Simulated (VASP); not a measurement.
# CdSe (Cmc2_1) in VASP: single point with LDA

Aim: the single point of CdSe with LDA.

Program: VASP 6.6.1. These are calculated values, not measurements. Logs are shortened: lines on timing, memory, paths and dates and some standing lists are left out, and cuts for length are marked.

## Step 1: The cell of the first run

The structure is orthorhombic, space group Cmc2_1 (No. 36). The conventional cell has a = 4.161 Å, b = 7.549 Å, c = 6.789 Å, α = 90.00°, β = 90.00°, γ = 90.00°. Within 3.4 Å of Cd (site symmetry m) lie 4 Se at 2.55 to 2.65 Å. Within 3.4 Å of Se (site symmetry m) lie 4 Cd at 2.55 to 2.65 Å.

## Step 2: Single point, LDA

File INCAR:

```
SYSTEM = CdSe
  PREC = Accurate
  ENCUT = 500
  EDIFF = 1E-6
  ISMEAR = 0
  SIGMA = 0.1
  LREAL = .False.
  LASPH = .True.
  NELM = 120
  ALGO = Normal
  ISIF = 2
  LWAVE = .False.
  LCHARG = .False.
  NBANDS = 46
  GGA_COMPAT = .False.
```

File KPOINTS:

```
regular mesh
0
Gamma
  4 4 4
  0 0 0
```

File POSCAR:

```
CdSe
1.0
    4.1608325885      0.0000000000      0.0000000000
    0.0000000000      6.7893043471      0.0000000000
    0.0000000000      0.0000000000      7.5491923706
Cd Se
4 4
Direct
    0.0000000000      0.9987016689      0.3333333333
    0.5000000000      0.9987016689      0.8333333333
    0.5000000000      0.4987016689      0.1666666667
    0.0000000000      0.4987016689      0.6666666667
    0.0000000000      0.6232983311      0.3333333333
    0.5000000000      0.6232983311      0.8333333333
    0.5000000000      0.1232983311      0.1666666667
    0.0000000000      0.1232983311      0.6666666667
```

Potentials or basis: VASP PAW LDA potentials, release 64 (Cd, Se).

Command:

```
$ cat potpaw_LDA.64/Cd/POTCAR potpaw_LDA.64/Se/POTCAR > POTCAR
$ mpirun -np 1 vasp_std > vasp.out
```

OUTCAR:

```text
SYSTEM = CdSe
   PREC = Accurate
   ENCUT = 500
   EDIFF = 1E-6
   ISMEAR = 0
   LREAL = .False.
   LASPH = .True.
   NELM = 120
   ISIF = 2

 ion  position               nearest neighbor table
   1  0.000  0.999  0.333-   5 2.55   7 2.57   7 2.57   8 2.65
   2  0.500  0.999  0.833-   6 2.55   8 2.57   8 2.57   7 2.65
   3  0.500  0.499  0.167-   7 2.55   5 2.57   5 2.57   6 2.65
   4  0.000  0.499  0.667-   8 2.55   6 2.57   6 2.57   5 2.65
   5  0.000  0.623  0.333-   1 2.55   3 2.57   3 2.57   4 2.65
   6  0.500  0.623  0.833-   2 2.55   4 2.57   4 2.57   3 2.65
   7  0.500  0.123  0.167-   3 2.55   1 2.57   1 2.57   2 2.65
   8  0.000  0.123  0.667-   4 2.55   2 2.57   2 2.57   1 2.65

  LATTYP: Found a simple orthorhombic cell.
 ALAT       =     4.1608325885
 B/A-ratio  =     1.6317177398
 C/A-ratio  =     1.8143465785

  Lattice vectors:

 A1 = (   4.1608325885,   0.0000000000,   0.0000000000)
 A2 = (   0.0000000000,   6.7893043471,   0.0000000000)
 A3 = (   0.0000000000,   0.0000000000,   7.5491923706)

Analysis of symmetry for initial positions (statically):
=====================================================================
 Subroutine PRICEL returns following result:

  LATTYP: Found a base centered orthorhombic cell.
 ALAT       =     4.1608325885
 B/A-ratio  =     1.8143465785
 C/A-ratio  =     1.6317177398

  Lattice vectors:

 A1 = (   2.0804162942,   0.0000000000,   3.7745961853)
 A2 = (   2.0804162942,   0.0000000000,  -3.7745961853)
 A3 = (   0.0000000000,   6.7893043471,   0.0000000000)

   2 primitive cells build up your supercell.

 Routine SETGRP: Setting up the symmetry group for a
 simple orthorhombic supercell.

 Subroutine GETGRP returns: Found  4 space group operations
 (whereof  2 operations were pure point group operations)
 out of a pool of  8 trial point group operations.

The static configuration has the point symmetry C_1h.
 The point group associated with its full space group is C_2v.

Analysis of symmetry for dynamics (positions and initial velocities):
=====================================================================
 Subroutine PRICEL returns following result:

  LATTYP: Found a base centered orthorhombic cell.
 ALAT       =     4.1608325885
 B/A-ratio  =     1.8143465785
 C/A-ratio  =     1.6317177398

[... 120 lines left out ...]
   EDIFF  = 0.1E-05   stopping-criterion for ELM
   LREAL  =      F    real-space projection
   EDIFFG = 0.1E-04   stopping-criterion for IOM
   NSW    =      0    number of steps for IOM
   IBRION =     -1    ionic relax: 0-MD 1-quasi-New 2-CG
   NFREE  =      0    steps in history (QN), initial steepest desc. (CG)
   ISIF   =      2    stress and relaxation
   ISYM   =      2    0-nonsym 1-usesym 2-fastsym
   POTIM  = 0.5000    time-step for ionic-motion
   TEBEG  =    0.0;   TEEND  =   0.0 temperature during run
   PSTRESS=    0.0 pullay stress
   NELECT =      72.0000    total number of electrons
   NUPDOWN=      -1.0000    fix difference up-down
   EMIN   =  10.00;   EMAX   =-10.00  energy-range for DOS
   EFERMI =   0.00;   METHOD = LEGACY
   ISMEAR =     0;   SIGMA  =   0.10  broadening in eV -4-tet -1-fermi 0-gaus
   EFERMI_NEDOS =   21; number of points for ismear=-14 and -15
   IALGO  =     38    algorithm
   IMIX   =      4    mixing-type and parameters
     AMIX     =   0.40;   BMIX     =  1.00
     AMIX_MAG =   1.60;   BMIX_MAG =  1.00
  volume/ion in A,a.u.               =      26.66       179.89
  Fermi-wavevector in a.u.,A,eV,Ry     =   1.139944  2.154183 17.680406  1.299473
  Thomas-Fermi vector in A             =   2.276647
   LORBIT       =      0    0 simple, 1 ext, 2 COOP (PROOUT), +10 PAW based schemes
   GGA     = CA    functional components
   LHFCALC =     F    Hartree Fock is set to
   AEXX    =    0.0000 exact exchange contribution
   IVDW    =     0    specifies the selected vdW correction
   LEPSILON=     F    determine dielectric tensor
   LRPA    =     F    only Hartree local field effects (RPA)
 non-spin polarized calculation
 Gauss-broadening in eV      SIGMA  =   0.10
  energy-cutoff  :      500.00
  volume of cell :      213.26
 maximum number of plane-waves:      5445
   NGX = 15   NGY = 25   NGZ = 27

 number of electron      72.0000001 magnetization

 Free energy of the ion-electron system (eV)
  ---------------------------------------------------
  ext. energy  EPLUGINS =         0.00000000
  ---------------------------------------------------
  free energy    TOTEN  =       -26.88115854 eV

  energy without entropy =      -26.88115081  energy(sigma->0) =      -26.88115467

 E-fermi :   1.5734     XC(G=0):  -9.5212

 val. band max:        1.3400762523   @ k =   0.0000   0.0000   0.0000
 cond. band min:       1.8064344548   @ k =   0.0000   0.0000   0.0000
 fundamental gap:      0.4663582025
 Fermi energy:         1.5733551404

 k-point     1 :       0.0000    0.0000    0.0000
  band No.  band energies     occupation
      1     -11.6997      2.00000
      2     -11.3105      2.00000
      3     -11.2409      2.00000
      4     -11.1389      2.00000
      5      -6.9048      2.00000
      6      -6.8713      2.00000
[... 1165 lines left out ...]
     45       7.8733      0.00000
     46       7.8733      0.00000

 [... further k-points ...]

------------------------ aborting loop because EDIFF is reached ----------------------------------------

  FORCE on cell =-STRESS in cart. coord.  units (eV):
  Direction    XX          YY          ZZ          XY          YZ          ZX
  --------------------------------------------------------------------------------------
  -------------------------------------------------------------------------------------
  Total        3.7312815      4.6602045     -1.3737274      0.0000000      0.0000000      0.0000000
  in kB       28.0325489     35.0114051    -10.3206047      0.0000000      0.0000000      0.0000000
  external PRESSURE =      17.5744498 kB  Pullay stress =       0.0000000 kB

 VOLUME and BASIS-vectors are now :
 -----------------------------------------------------------------------------
  energy-cutoff  :      500.00
  volume of cell :      213.26
      direct lattice vectors                 reciprocal lattice vectors
     4.160832588  0.000000000  0.000000000     0.240336514  0.000000000  0.000000000
     0.000000000  6.789304347  0.000000000     0.000000000  0.147290495  0.000000000
     0.000000000  0.000000000  7.549192371     0.000000000  0.000000000  0.132464501

 POSITION                                       TOTAL-FORCE (eV/Angst)
 -----------------------------------------------------------------------------------
      0.00000      6.78049      2.51640        -0.000000      0.216144      0.268490
      2.08042      6.78049      6.29099         0.000000      0.216144      0.268490
      2.08042      3.38584      1.25820         0.000000      0.216144     -0.268490
      0.00000      3.38584      5.03279        -0.000000      0.216144     -0.268490
      0.00000      4.23176      2.51640         0.000000     -0.216144      0.328760
      2.08042      4.23176      6.29099        -0.000000     -0.216144      0.328760
      2.08042      0.83711      1.25820        -0.000000     -0.216144     -0.328760
      0.00000      0.83711      5.03279         0.000000     -0.216144     -0.328760
 -----------------------------------------------------------------------------------
    total drift:                                0.000000     -0.003171      0.000017

  FREE ENERGIE OF THE ION-ELECTRON SYSTEM (eV)
  ---------------------------------------------------
  free  energy   TOTEN  =       -26.8811585352 eV

  energy  without entropy=      -26.8811508109  energy(sigma->0) =      -26.88115467
```

stdout:

```text
POSCAR found type information on POSCAR CdSe
 POSCAR found :  2 types and       8 ions
 scaLAPACK will be used
 LDA part: xc-table for (Slater(with rela. corr.)+CA(PZ))
 , standard interpolation
 POSCAR, INCAR and KPOINTS ok, starting setup
 FFT: planning ... GRIDC
 FFT: planning ... GRID_SOFT
 FFT: planning ... GRID
 WAVECAR not read
 entering main loop
```

Wall time 3.2 min (1 thread of Oxide Virtual Turin-like, shared host); peak memory 0.31 GiB.

What came out:

```yaml
Free_energy: -26.8812 eV
Pressure: 1.8 GPa
Largest_force: 0.393 eV/Å
Band_gap_on_the_k_mesh: 0.47 eV
```

Forces on the atoms (eV/Å):
```
Cd   0.000  0.216  0.268
Cd   0.000  0.216  0.268
Cd   0.000  0.216 -0.268
Cd   0.000  0.216 -0.268
Se   0.000 -0.216  0.329
Se   0.000 -0.216  0.329
Se   0.000 -0.216 -0.329
Se   0.000 -0.216 -0.329
```

Caveat: semilocal functionals underestimate gaps, and a narrow one can read as zero.
